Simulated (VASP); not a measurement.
# Zn4HO4 (a cell with a defect) in VASP: relaxation of the atoms with PBEsol

Aim: the relaxation of the atoms of Zn4HO4 (a cell with a defect) with PBEsol.

Program: VASP 6.6.1. These are calculated values, not measurements. Logs are shortened: lines on timing, memory, paths and dates and some standing lists are left out, and cuts for length are marked.

### 1 The cell of the first run

The cell holds a defect, 9 atoms: a = 5.515 Å, b = 5.515 Å, c = 3.243 Å, α = 90.00°, β = 90.00°, γ = 90.00°.

### 2 Relaxation of the atoms, PBEsol

The input, INCAR:

```
SYSTEM = Zn4HO4
PREC     = Accurate       ! precision mode
ENCUT    = 520            ! plane-wave cutoff, eV
EDIFF    = 1E-6           ! SCF threshold, eV
ISMEAR   = 0              ! smearing method
SIGMA    = 0.05           ! smearing width, eV
LREAL    = .False.        ! projectors in reciprocal space
LASPH    = .True.         ! aspherical terms in the spheres
NELM     = 100            ! most SCF steps
ALGO     = Normal         ! electronic algorithm
ISIF     = 2              ! what is computed and relaxed
LWAVE    = .False.        ! write WAVECAR
LCHARG   = .False.        ! write CHGCAR
GGA      = PS             ! functional
IBRION   = 2              ! ionic algorithm
NSW      = 60             ! ionic steps
EDIFFG   = -0.03          ! ionic threshold
KPAR     = 4
```

The input, KPOINTS:

```
Automatic mesh
0
Gamma
  4 4 8
  0 0 0
```

The input, POSCAR:

```
Zn4HO4
1.0
    5.5148137916      0.0000000000      0.0000000000
    0.0000000000      5.5148137916      0.0000000000
    0.0000000000      0.0000000000      3.2430062931
Zn O H
4 4 1
Direct
    0.1820657240      0.1820657240      0.5000000000
    0.8179342760      0.8179342760      0.5000000000
    0.6820657240      0.3179342760      0.0000000000
    0.3179342760      0.6820657240      0.0000000000
    0.8180023132      0.1819976868      0.5000000000
    0.1819976868      0.8180023132      0.5000000000
    0.6819976868      0.6819976868      0.0000000000
    0.3180023132      0.3180023132      0.0000000000
    1.0000405349     -0.5180023132      0.0000000000
```

Potentials or basis: VASP PAW PBE potentials, release 64 (Zn, O, H).

Started as:

```
$ cat potpaw_PBE.64/Zn/POTCAR potpaw_PBE.64/O/POTCAR potpaw_PBE.64/H/POTCAR > POTCAR
$ mpirun -np 4 vasp_std > vasp.out
```

OUTCAR:

```text
SYSTEM = Zn4HO4
   PREC = Accurate
   ENCUT = 520
   EDIFF = 1E-6
   ISMEAR = 0
   LREAL = .False.
   LASPH = .True.
   NELM = 100
   ISIF = 2
   GGA = PS
   IBRION = 2
   NSW = 60
   EDIFFG = -0.03

 ion  position               nearest neighbor table
   1  0.182  0.182  0.500-   8 1.94   8 1.94   5 2.01   6 2.01   2 2.84
   2  0.818  0.818  0.500-   7 1.94   7 1.94   5 2.01   6 2.01   1 2.84
   3  0.682  0.318  0.000-   5 1.94   5 1.94   8 2.01   7 2.01   4 2.84
   4  0.318  0.682  0.000-   6 1.94   6 1.94   8 2.01   7 2.01   3 2.84
   5  0.818  0.182  0.500-   3 1.94   3 1.94   1 2.01   2 2.01
   6  0.182  0.818  0.500-   4 1.94   4 1.94   1 2.01   2 2.01
   7  0.682  0.682  0.000-   2 1.94   2 1.94   4 2.01   3 2.01
   8  0.318  0.318  0.000-   1 1.94   1 1.94   4 2.01   3 2.01
   9  0.000  0.482  0.000-

  LATTYP: Found a simple tetragonal cell.
 ALAT       =     5.5148137916
 C/A-ratio  =     0.5880536344

  Lattice vectors:

 A1 = (   5.5148137916,   0.0000000000,   0.0000000000)
 A2 = (   0.0000000000,   5.5148137916,   0.0000000000)
 A3 = (   0.0000000000,   0.0000000000,   3.2430062931)

Analysis of symmetry for initial positions (statically):
=====================================================================
 Subroutine PRICEL returns:
 Original cell was already a primitive cell.

 Routine SETGRP: Setting up the symmetry group for a
 simple tetragonal supercell.

 Subroutine GETGRP returns: Found  2 space group operations
 (whereof  2 operations were pure point group operations)
 out of a pool of 16 trial point group operations.

The static configuration has the point symmetry C_1h.

Analysis of symmetry for dynamics (positions and initial velocities):
=====================================================================
 Subroutine PRICEL returns:
 Original cell was already a primitive cell.

 Routine SETGRP: Setting up the symmetry group for a
 simple tetragonal supercell.

 Subroutine GETGRP returns: Found  2 space group operations
 (whereof  2 operations were pure point group operations)
 out of a pool of 16 trial point group operations.

The dynamic configuration has the point symmetry C_1h.

 Subroutine INISYM returns: Found  2 space group operations
 (whereof  2 operations are pure point group operations),
 and found     1 'primitive' translations

----------------------------------------------------------------------------------------

                                     Primitive cell

  volume of cell :      98.6301

  direct lattice vectors                    reciprocal lattice vectors
     5.514813792  0.000000000  0.000000000     0.181329785  0.000000000  0.000000000
     0.000000000  5.514813792  0.000000000     0.000000000  0.181329785  0.000000000
     0.000000000  0.000000000  3.243006293     0.000000000  0.000000000  0.308355862

  length of vectors
     5.514813792  5.514813792  3.243006293     0.181329785  0.181329785  0.308355862

  position of ions in fractional coordinates (direct lattice)
     0.182065724  0.182065724  0.500000000
     0.817934276  0.817934276  0.500000000
     0.682065724  0.317934276  0.000000000
     0.317934276  0.682065724  0.000000000
     0.818002313  0.181997687  0.500000000
     0.181997687  0.818002313  0.500000000
     0.681997687  0.681997687  0.000000000
     0.318002313  0.318002313  0.000000000
     0.000040535  0.481997687  0.000000000

  ion indices of the primitive-cell ions
   primitive index   ion index
                 1           1
                 2           2
                 3           3
                 4           4
                 5           5
                 6           6
                 7           7
                 8           8
                 9           9

----------------------------------------------------------------------------------------

 KPOINTS: Automatic mesh

Automatic generation of k-mesh.
 Grid dimensions read from file:
 generate k-points for:    4    4    8

 Generating k-lattice:

  Cartesian coordinates                     Fractional coordinates (reciprocal lattice)
     0.045332446  0.000000000  0.000000000     0.250000000  0.000000000  0.000000000
     0.000000000  0.045332446  0.000000000     0.000000000  0.250000000  0.000000000
     0.000000000  0.000000000  0.038544483     0.000000000  0.000000000  0.125000000

  Length of vectors
     0.045332446  0.045332446  0.038544483

  Shift w.r.t. Gamma in fractional coordinates (k-lattice)
     0.000000000  0.000000000  0.000000000

 Subroutine IBZKPT returns following result:
 ===========================================

 Found     50 irreducible k-points:

 Following reciprocal coordinates:
            Coordinates               Weight
  0.000000  0.000000  0.000000      1.000000
  0.250000  0.000000  0.000000      2.000000
  0.000000  0.250000  0.000000      2.000000
  0.500000  0.000000  0.000000      1.000000
  0.000000  0.500000  0.000000      1.000000
  0.250000  0.250000  0.000000      2.000000
[... 16 lines left out ...]
  0.000000  0.250000  0.250000      4.000000
  0.500000  0.000000  0.250000      2.000000
 [... further k-points ...]
   k-points           NKPTS =     50   k-points in BZ     NKDIM =     50   number of bands    NBANDS=     43
   number of dos      NEDOS =    301   number of ions     NIONS =      9
   total plane-waves  NPLWV =  42336
   dimension x,y,z NGX =    42 NGY =   42 NGZ =   24
   dimension x,y,z NGXF=    84 NGYF=   84 NGZF=   48
   ions per type =               4   4   1
   NGX,Y,Z   is equivalent  to a cutoff of  12.66, 12.66, 12.30 a.u.
   NGXF,Y,Z  is equivalent  to a cutoff of  25.32, 25.32, 24.61 a.u.
 SYSTEM =  Zn4HO4
   PREC   = accura    normal or accurate (medium, high low for compatibility)
   ISTART =      0    job   : 0-new  1-cont  2-samecut
   ICHARG =      2    charge: 1-file 2-atom 10-const
   ISPIN  =      1    spin polarized calculation?
   LNONCOLLINEAR =      F non collinear calculations
   LSORBIT =      F    spin-orbit coupling
   LASPH  =      T    aspherical Exc in radial PAW
   ENCUT  =  520.0 eV  38.22 Ry    6.18 a.u.  10.25 10.25  6.03*2*pi/ulx,y,z
   NELM   =    100;   NELMIN=  2; NELMDL= -5     # of ELM steps
   EDIFF  = 0.1E-05   stopping-criterion for ELM
   LREAL  =      F    real-space projection
   EDIFFG = -.3E-01   stopping-criterion for IOM
   NSW    =     60    number of steps for IOM
   IBRION =      2    ionic relax: 0-MD 1-quasi-New 2-CG
   NFREE  =      1    steps in history (QN), initial steepest desc. (CG)
   ISIF   =      2    stress and relaxation
   ISYM   =      2    0-nonsym 1-usesym 2-fastsym
   POTIM  = 0.5000    time-step for ionic-motion
   TEBEG  =    0.0;   TEEND  =   0.0 temperature during run
   PSTRESS=    0.0 pullay stress
   NELECT =      73.0000    total number of electrons
   NUPDOWN=      -1.0000    fix difference up-down
   EMIN   =  10.00;   EMAX   =-10.00  energy-range for DOS
   EFERMI =   0.00;   METHOD = LEGACY
   ISMEAR =     0;   SIGMA  =   0.05  broadening in eV -4-tet -1-fermi 0-gaus
   EFERMI_NEDOS =   21; number of points for ismear=-14 and -15
   IALGO  =     38    algorithm
   IMIX   =      4    mixing-type and parameters
     AMIX     =   0.40;   BMIX     =  1.00
     AMIX_MAG =   1.60;   BMIX_MAG =  1.00
  volume/ion in A,a.u.               =      10.96        73.95
  Fermi-wavevector in a.u.,A,eV,Ry     =   1.480855  2.798411 29.836656  2.192932
  Thomas-Fermi vector in A             =   2.594838
   LORBIT       =      0    0 simple, 1 ext, 2 COOP (PROOUT), +10 PAW based schemes
   GGA     = PS    functional components
   LHFCALC =     F    Hartree Fock is set to
   AEXX    =    0.0000 exact exchange contribution
   IVDW    =     0    specifies the selected vdW correction
   LEPSILON=     F    determine dielectric tensor
   LRPA    =     F    only Hartree local field effects (RPA)
 conjugate gradient relaxation of ions
 non-spin polarized calculation
 Gauss-broadening in eV      SIGMA  =   0.05
  energy-cutoff  :      520.00
  volume of cell :       98.63
 maximum number of plane-waves:      2684
 NGX is ok and might be reduce to    42
   NGX = 21   NGY = 21   NGZ = 13

--------------------------------------- Ionic step        1  -------------------------------------------

 number of electron      73.0000001 magnetization

 Free energy of the ion-electron system (eV)
  ---------------------------------------------------
  ext. energy  EPLUGINS =         0.00000000
  ---------------------------------------------------
  free energy    TOTEN  =       -39.56229106 eV

  energy without entropy =      -39.56013007  energy(sigma->0) =      -39.56121057

------------------------ aborting loop because EDIFF is reached ----------------------------------------

  FORCE on cell =-STRESS in cart. coord.  units (eV):
  Direction    XX          YY          ZZ          XY          YZ          ZX
  --------------------------------------------------------------------------------------
  -------------------------------------------------------------------------------------
  Total        0.6482452      2.7388444      2.7079032     -0.6256171      0.0000000      0.0000000
  in kB       10.5302920     44.4906187     43.9880004    -10.1627142      0.0000000      0.0000000
  external PRESSURE =      33.0029703 kB  Pullay stress =       0.0000000 kB
[... 110 lines left out ...]
  FREE ENERGIE OF THE ION-ELECTRON SYSTEM (eV)
  ---------------------------------------------------
  free  energy   TOTEN  =       -39.6860353000 eV

  energy  without entropy=      -39.6833135841  energy(sigma->0) =      -39.68467444

[... ionic steps 4 to 18 ...]

--------------------------------------- Ionic step       19  -------------------------------------------

 number of electron      72.9999987 magnetization

------------------------ aborting loop because EDIFF is reached ----------------------------------------

  FORCE on cell =-STRESS in cart. coord.  units (eV):
  Direction    XX          YY          ZZ          XY          YZ          ZX
  --------------------------------------------------------------------------------------
  -------------------------------------------------------------------------------------
  Total       -1.1352283      1.8811795      0.6002440     -0.6254547      0.0000000      0.0000000
  in kB      -18.4409930     30.5584493      9.7505448    -10.1600753      0.0000000      0.0000000
  external PRESSURE =       7.2893337 kB  Pullay stress =       0.0000000 kB
[... 71 lines left out ...]
  energy  without entropy=      -39.9005659842  energy(sigma->0) =      -39.90194052

--------------------------------------- Ionic step       21  -------------------------------------------

 number of electron      72.9999986 magnetization

 Free energy of the ion-electron system (eV)
  ---------------------------------------------------
  ext. energy  EPLUGINS =         0.00000000
  ---------------------------------------------------
  free energy    TOTEN  =       -39.90354020 eV

  energy without entropy =      -39.90078891  energy(sigma->0) =      -39.90216455

 E-fermi :   1.6273     XC(G=0): -11.1657

 val. band max:        1.6114131497   @ k =  -0.2500   0.2500   0.1250
 cond. band min:       1.6389906781   @ k =  -0.2500   0.5000   0.1250
 fundamental gap:      0.0275775285
 Fermi energy:         1.6272615891

 k-point     1 :       0.0000    0.0000    0.0000
  band No.  band energies     occupation
      1     -17.0920      2.00000
      2     -16.3293      2.00000
      3     -16.2519      2.00000
      4     -16.2112      2.00000
      5      -5.4920      2.00000
      6      -5.2714      2.00000
[... 1093 lines left out ...]
     42       8.9339      0.00000
     43       9.0362      0.00000

 [... further k-points ...]

------------------------ aborting loop because EDIFF is reached ----------------------------------------

  FORCE on cell =-STRESS in cart. coord.  units (eV):
  Direction    XX          YY          ZZ          XY          YZ          ZX
  --------------------------------------------------------------------------------------
  -------------------------------------------------------------------------------------
  Total       -1.1166972      1.8852148      0.5893218     -0.6266131      0.0000000      0.0000000
  in kB      -18.1399677     30.6240004      9.5731222    -10.1788930      0.0000000      0.0000000
  external PRESSURE =       7.3523849 kB  Pullay stress =       0.0000000 kB
[... 24 lines left out ...]
  FREE ENERGIE OF THE ION-ELECTRON SYSTEM (eV)
  ---------------------------------------------------
  free  energy   TOTEN  =       -39.9035402020 eV

  energy  without entropy=      -39.9007889078  energy(sigma->0) =      -39.90216455

 reached required accuracy - stopping structural energy minimisation
```

It took 11 min on 4 MPI ranks of Intel Xeon Platinum 8259CL at 2.50GHz (Skylake/Cascade Lake), shared host; peak memory 0.31 GiB.

What came out:

```
Free energy                  : -39.9035 eV
Energy gained by relaxing    : 37.9 meV/atom
Ionic steps                  : 21
Pressure after relaxing      : 0.7 GPa
Largest force after relaxing : 0.025 eV/Å
Band gap on the k mesh       : zero (an odd number of electrons rules out a gap without spin polarisation)
```

Forces on the atoms (eV/Å):
```
Zn  -0.008 -0.013  0.000
Zn   0.009  0.009  0.000
Zn  -0.013 -0.002  0.000
Zn   0.001 -0.020  0.000
O    0.021  0.014  0.000
O    0.012 -0.007  0.000
O   -0.010  0.007  0.000
O   -0.006 -0.011  0.000
H   -0.006  0.023  0.000
```

The path:
```csv
step,energy change (eV),largest force (eV/Å),pressure (GPa)
1,0.0000,0.7284,3.30
2,-0.0811,0.4848,3.15
3,-0.1237,0.6391,2.89
4,-0.1797,0.3796,2.28
5,-0.1915,0.3797,1.83
6,-0.2134,0.2574,1.83
7,-0.2240,0.3217,1.92
8,-0.2441,0.2952,1.87
9,-0.2828,0.3421,1.68
10,-0.2377,1.1519,1.14
11,-0.2883,0.5100,1.59
12,-0.3014,0.4490,1.46
13,-0.3268,0.2798,1.09
14,-0.3105,0.3662,0.33
15,-0.3316,0.1989,0.84
16,-0.3360,0.1298,0.80
17,-0.3393,0.1229,0.79
18,-0.3407,0.0566,0.76
19,-0.3410,0.0316,0.73
20,-0.3410,0.0318,0.74
21,-0.3412,0.0254,0.74
```

Final structure:
```yaml
crystal:
  lattice:
    - [5.51481, 0.00000, 0.00000]
    - [0.00000, 5.51481, 0.00000]
    - [0.00000, 0.00000, 3.24301]
  atoms:
    - { symbol: Zn, position: [0.20861, 0.16046, 0.50000] }
    - { symbol: Zn, position: [0.79058, 0.83647, 0.50000] }
    - { symbol: Zn, position: [0.72106, 0.35048, 0.00000] }
    - { symbol: Zn, position: [0.27909, 0.64734, 0.00000] }
    - { symbol: O, position: [0.83993, 0.19070, 0.50000] }
    - { symbol: O, position: [0.15847, 0.80588, 0.50000] }
    - { symbol: O, position: [0.63616, 0.70856, 0.00000] }
    - { symbol: O, position: [0.36413, 0.28828, 0.00000] }
    - { symbol: H, position: [0.00201, 0.49383, 0.00000] }
```

Caveat: the PAW data sets were made with another functional, which shifts forces and pressure a little; an odd number of electrons without spin polarisation forces a metal; a magnetic or distorted state may lie lower.

The gap in the log of VASP goes by the Fermi energy; the results here count the filled bands.